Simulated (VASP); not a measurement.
# LiAlF4 (P4/mmm) in VASP: single point with PBE

Aim: the single point of LiAlF4 with PBE.

Everything below comes from runs of VASP 6.6.1. Logs are shortened: lines on timing, memory, paths and dates and some standing lists are left out, and cuts for length are marked.

## Step 1: The cell of the first run

It takes space group P4/mmm (No. 123, tetragonal). The conventional cell has a = 3.372 Å, b = 3.372 Å, c = 5.933 Å, α = 90.00°, β = 90.00°, γ = 90.00°. Within 3.6 Å of Li (site symmetry 4/mmm) lie 16 F at 2.74 to 3.41 Å and 4 Li at 3.37 Å. Al (site symmetry 4/mmm) has 6 F at 1.62 to 1.69 Å within 2.2 Å. F (site symmetry mmm) has 2 Al at 1.69 Å within 2.2 Å. F (site symmetry 4mm) has 1 Al at 1.62 Å within 2.2 Å.

## Step 2: Single point, PBE

POSCAR

```
LiAlF4
1.0
    3.3720900000      0.0000000000      0.0000000000
    0.0000000000      3.3720900000      0.0000000000
    0.0000000000      0.0000000000      5.9334840000
Li Al F
1 1 4
Direct
    0.5000000000      0.5000000000      0.5000000000
    0.0000000000      0.0000000000      0.0000000000
    0.5000000000      0.0000000000      0.0000000000
    0.0000000000      0.5000000000      0.0000000000
    0.0000000000      0.0000000000      0.2728000000
    0.0000000000      0.0000000000      0.7272000000
```

INCAR.step1

```
PREC     = Accurate       # precision mode
ENCUT    = 520            # plane-wave cutoff, eV
EDIFF    = 1E-6           # SCF threshold, eV
ISMEAR   = -1             # smearing method
SIGMA    = 0.0223         # smearing width, eV
LREAL    = F              # projectors in reciprocal space
LASPH    = T              # aspherical terms in the spheres
NELM     = 80             # most SCF steps
ALGO     = Normal         # electronic algorithm
ISIF     = 2              # what is computed and relaxed
LWAVE    = F              # write WAVECAR
LCHARG   = T              # write CHGCAR
GGA      = PE             # functional
NBANDS   = 26             # bands
```

KPOINTS.step1

```
Automatic mesh
0
Gamma
  8 8 5
```

INCAR.step2

```
PREC     = Accurate       # precision mode
ENCUT    = 520            # plane-wave cutoff, eV
EDIFF    = 1E-6           # SCF threshold, eV
ISMEAR   = -5             # smearing method
SIGMA    = 0.0223         # smearing width, eV
LREAL    = F              # projectors in reciprocal space
LASPH    = T              # aspherical terms in the spheres
NELM     = 80             # most SCF steps
ALGO     = Normal         # electronic algorithm
ISIF     = 2              # what is computed and relaxed
LWAVE    = F              # write WAVECAR
LCHARG   = F              # write CHGCAR
GGA      = PE             # functional
LORBIT   = 11             # projections on sites
NEDOS    = 1001           # points of the DOS
ICHARG   = 11             # starting density
```

KPOINTS.step2

```
Automatic mesh
0
Gamma
  12 12 8
```

Potentials or basis: VASP PAW PBE potentials, release 64 (Li_sv, Al, F).

Command:

```bash
$ cat potpaw_PBE.64/Li_sv/POTCAR potpaw_PBE.64/Al/POTCAR potpaw_PBE.64/F/POTCAR > POTCAR
$ cp INCAR.step1 INCAR
$ cp KPOINTS.step1 KPOINTS
$ mpirun -np 1 vasp_std > vasp.out
$ cp INCAR.step2 INCAR
$ cp KPOINTS.step2 KPOINTS
$ mpirun -np 1 vasp_std > vasp.out
```

OUTCAR:

```text
PREC = Accurate
   ENCUT = 520
   EDIFF = 1E-6
   ISMEAR = -5
   LREAL = F
   LASPH = T
   NELM = 80
   ISIF = 2
   GGA = PE
   LORBIT = 11
   ICHARG = 11

 ion  position               nearest neighbor table
   1  0.500  0.500  0.500-
   2  0.000  0.000  0.000-   5 1.62   6 1.62   3 1.69   4 1.69   4 1.69   3 1.69
   3  0.500  0.000  0.000-   2 1.69   2 1.69
   4  0.000  0.500  0.000-   2 1.69   2 1.69
   5  0.000  0.000  0.273-   2 1.62
   6  0.000  0.000  0.727-   2 1.62

  LATTYP: Found a simple tetragonal cell.
 ALAT       =     3.3720900000
 C/A-ratio  =     1.7595864879

  Lattice vectors:

 A1 = (   3.3720900000,   0.0000000000,   0.0000000000)
 A2 = (   0.0000000000,   3.3720900000,   0.0000000000)
 A3 = (   0.0000000000,   0.0000000000,   5.9334840000)

Analysis of symmetry for initial positions (statically):
=====================================================================
 Subroutine PRICEL returns:
 Original cell was already a primitive cell.

 Routine SETGRP: Setting up the symmetry group for a
 simple tetragonal supercell.

 Subroutine GETGRP returns: Found 16 space group operations
 (whereof 16 operations were pure point group operations)
 out of a pool of 16 trial point group operations.

The static configuration has the point symmetry D_4h.

Analysis of symmetry for dynamics (positions and initial velocities):
=====================================================================
 Subroutine PRICEL returns:
 Original cell was already a primitive cell.

 Routine SETGRP: Setting up the symmetry group for a
 simple tetragonal supercell.

 Subroutine GETGRP returns: Found 16 space group operations
 (whereof 16 operations were pure point group operations)
 out of a pool of 16 trial point group operations.

The dynamic configuration has the point symmetry D_4h.

 Subroutine INISYM returns: Found 16 space group operations
 (whereof 16 operations are pure point group operations),
 and found     1 'primitive' translations

----------------------------------------------------------------------------------------

                                     Primitive cell

  volume of cell :      67.4696

  direct lattice vectors                    reciprocal lattice vectors
     3.372090000  0.000000000  0.000000000     0.296551990  0.000000000  0.000000000
[... 107 lines left out ...]
   NELECT =      34.0000    total number of electrons
   NUPDOWN=      -1.0000    fix difference up-down
   EMIN   =  10.00;   EMAX   =-10.00  energy-range for DOS
   EFERMI =   0.00;   METHOD = LEGACY
   ISMEAR =    -5;   SIGMA  =   0.02  broadening in eV -4-tet -1-fermi 0-gaus
   EFERMI_NEDOS =   21; number of points for ismear=-14 and -15
   IALGO  =     38    algorithm
   IMIX   =      4    mixing-type and parameters
     AMIX     =   0.40;   BMIX     =  1.00
     AMIX_MAG =   1.60;   BMIX_MAG =  1.00
  volume/ion in A,a.u.               =      11.24        75.88
  Fermi-wavevector in a.u.,A,eV,Ry     =   1.302762  2.461863 23.091658  1.697189
  Thomas-Fermi vector in A             =   2.433809
   LORBIT       =     11    0 simple, 1 ext, 2 COOP (PROOUT), +10 PAW based schemes
   GGA     = PE    functional components
   LHFCALC =     F    Hartree Fock is set to
   AEXX    =    0.0000 exact exchange contribution
   IVDW    =     0    specifies the selected vdW correction
   LEPSILON=     F    determine dielectric tensor
   LRPA    =     F    only Hartree local field effects (RPA)
 non-spin polarized calculation
 Fermi weights with tetrahedron method with Bloechl corrections
  energy-cutoff  :      520.00
  volume of cell :       67.47
 maximum number of plane-waves:      1840
 NGX is ok and might be reduce to    28

 number of electron      33.9999955 magnetization

 Free energy of the ion-electron system (eV)
  ---------------------------------------------------
  ext. energy  EPLUGINS =         0.00000000
  ---------------------------------------------------
  free energy    TOTEN  =       -30.01886757 eV

  energy without entropy =      -30.01886757  energy(sigma->0) =      -30.01886757

 E-fermi :  -0.5625     XC(G=0):  -8.8954

 val. band max:       -0.5628564870   @ k =   0.5000   0.5000   0.0000
 cond. band min:       5.3772245351   @ k =   0.0000   0.0000   0.0000
 fundamental gap:      5.9400810220
 Fermi energy:        -0.5624654053

 k-point     1 :       0.0000    0.0000    0.0000
  band No.  band energies     occupation
      1     -45.1141      2.00000
      2     -23.3110      2.00000
      3     -21.3705      2.00000
      4     -20.9517      2.00000
      5     -20.7264      2.00000
      6      -5.9743      2.00000
[... 565 lines left out ...]
     20       9.7950      0.00000
     21      10.7459      0.00000

 [... further k-points ...]

------------------------ aborting loop because EDIFF is reached ----------------------------------------

  FORCE on cell =-STRESS in cart. coord.  units (eV):
  Direction    XX          YY          ZZ          XY          YZ          ZX
  --------------------------------------------------------------------------------------
  -------------------------------------------------------------------------------------
  Total       10.4848770     10.4848770     16.3873791      0.0000000     -0.0000000      0.0000000
  in kB      248.9807854    248.9807854    389.1454812      0.0000000     -0.0000000      0.0000000
  external PRESSURE =     295.7023506 kB  Pullay stress =       0.0000000 kB

 VOLUME and BASIS-vectors are now :
 -----------------------------------------------------------------------------
  energy-cutoff  :      520.00
  volume of cell :       67.47
      direct lattice vectors                 reciprocal lattice vectors
     3.372090000  0.000000000  0.000000000     0.296551990  0.000000000  0.000000000
     0.000000000  3.372090000  0.000000000     0.000000000  0.296551990  0.000000000
     0.000000000  0.000000000  5.933484000     0.000000000  0.000000000  0.168535046

 POSITION                                       TOTAL-FORCE (eV/Angst)
 -----------------------------------------------------------------------------------
      1.68605      1.68605      2.96674         0.000000      0.000000      0.000000
      0.00000      0.00000      0.00000         0.000000      0.000000      0.000000
      1.68605      0.00000      0.00000         0.000000      0.000000      0.000000
      0.00000      1.68605      0.00000         0.000000      0.000000      0.000000
      0.00000      0.00000      1.61865         0.000000      0.000000      5.800867
      0.00000      0.00000      4.31483         0.000000      0.000000     -5.800867
 -----------------------------------------------------------------------------------
    total drift:                                0.000000     -0.000000     -0.000000

  FREE ENERGIE OF THE ION-ELECTRON SYSTEM (eV)
  ---------------------------------------------------
  free  energy   TOTEN  =       -30.0188675730 eV

  energy  without entropy=      -30.0188675730  energy(sigma->0) =      -30.01886757

 total charge

# of ion       s       p       d       tot
------------------------------------------
    1        1.987   0.007   0.000   1.995
    2        0.355   0.572   0.000   0.926
    3        1.743   4.546   0.000   6.289
    4        1.743   4.546   0.000   6.289
    5        1.739   4.460   0.000   6.199
    6        1.739   4.460   0.000   6.199
--------------------------------------------------
tot          9.305  18.591   0.000  27.896
```

OUTCAR.step1:

```text
PREC = Accurate
   ENCUT = 520
   EDIFF = 1E-6
   ISMEAR = -1
   LREAL = F
   LASPH = T
[... 932 lines left out ...]
      1.68605      0.00000      0.00000         0.000000     -0.000000      0.000000
      0.00000      1.68605      0.00000         0.000000     -0.000000      0.000000
      0.00000      0.00000      1.61865         0.000000      0.000000      5.801161
      0.00000      0.00000      4.31483        -0.000000      0.000000     -5.801161
 -----------------------------------------------------------------------------------
    total drift:                                0.000000      0.000000     -0.000000

  FREE ENERGIE OF THE ION-ELECTRON SYSTEM (eV)
  ---------------------------------------------------
  free  energy   TOTEN  =       -30.0187836888 eV

  energy  without entropy=      -30.0187836888  energy(sigma->0) =      -30.01878369
```

OSZICAR.step1:

```text
N       E                     dE             d eps       ncg     rms          rms(c)
DAV:   1     0.224637704240E+03    0.22464E+03   -0.18431E+04  2380   0.128E+03
DAV:   2    -0.189588572930E+02   -0.24360E+03   -0.23500E+03  2550   0.327E+02
DAV:   3    -0.328712456187E+02   -0.13912E+02   -0.13822E+02  3732   0.727E+01
DAV:   4    -0.333315135230E+02   -0.46027E+00   -0.45974E+00  3152   0.868E+00
DAV:   5    -0.333403531978E+02   -0.88397E-02   -0.88392E-02  3216   0.973E-01    0.117E+01
DAV:   6    -0.301352773161E+02    0.32051E+01   -0.94068E+00  2796   0.205E+01    0.444E+00
DAV:   7    -0.300387068197E+02    0.96570E-01   -0.31161E-01  3010   0.389E+00    0.224E+00
DAV:   8    -0.300146592355E+02    0.24048E-01   -0.84642E-02  3058   0.245E+00    0.487E-01
DAV:   9    -0.300178067570E+02   -0.31475E-02   -0.24615E-02  3380   0.103E+00    0.227E-01
DAV:  10    -0.300186770039E+02   -0.87025E-03   -0.19579E-03  2850   0.322E-01    0.389E-02
DAV:  11    -0.300187747307E+02   -0.97727E-04   -0.29106E-04  2688   0.147E-01    0.285E-02
DAV:  12    -0.300187833680E+02   -0.86373E-05   -0.43015E-05  3034   0.527E-02    0.989E-03
DAV:  13    -0.300187836888E+02   -0.32082E-06   -0.43359E-06  2962   0.161E-02
   1 F= -.30018784E+02 E0= -.30018784E+02  d E =-.168157E-11
```

Wall time 5.1 min (1 thread of Intel Xeon 8259CL, shared host); peak memory 0.27 GiB.

What came out:

```yaml
Valence_electrons_inside_the_program's_atomic_spheres: Li 2.00; Al 0.93; F 6.29, 6.20 (each value once)
```

Caveat: the cutoff is under 1.25 times the usual one of these potentials, so pressure, stress and relaxed cells hold a basis-set (Pulay) error.
